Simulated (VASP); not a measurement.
C: single point with LDA

Crystal: C.

```xyz
2
Lattice="0.0000 1.8068 1.8068 1.8068 0.0000 1.8068 1.8068 1.8068 0.0000" Properties=species:S:1:pos:R:3 pbc="T T T"
C     2.7103    2.7103    2.7103
C     1.8068    1.8068    1.8068
```

This cell differs from its parent crystal: volume scaled by 1.04.

* Program: VASP 6.6.1
* Task: single point
* Functional: LDA
* Potentials or basis: VASP PAW LDA potentials, release 64 (C)
* Cutoff: 520 eV
* k mesh: 13 × 13 × 13
* Occupations: tetrahedron
* Spin: collinear spin, ferromagnetic start
* Starting moments: [0.5, 0.5] μB
* Fixed moment: 1 μB
* Dipole correction: no
* Further INCAR settings: ALGO = Normal; EDIFF = 1e-06; NBANDS = 15

The pressure is 8.6 GPa and the net moment is 1.00 μB per cell. The site moments are C +0.30 μB and the valence electrons inside the program's atomic spheres are C 2.48.

Wall time 22 s on 1 thread of Intel(R) Xeon(R) Platinum 8488C (Sapphire Rapids) (shared host), peak memory 0.13 GiB.

Caveat: the total moment is fixed, so each spin has its own Fermi level.
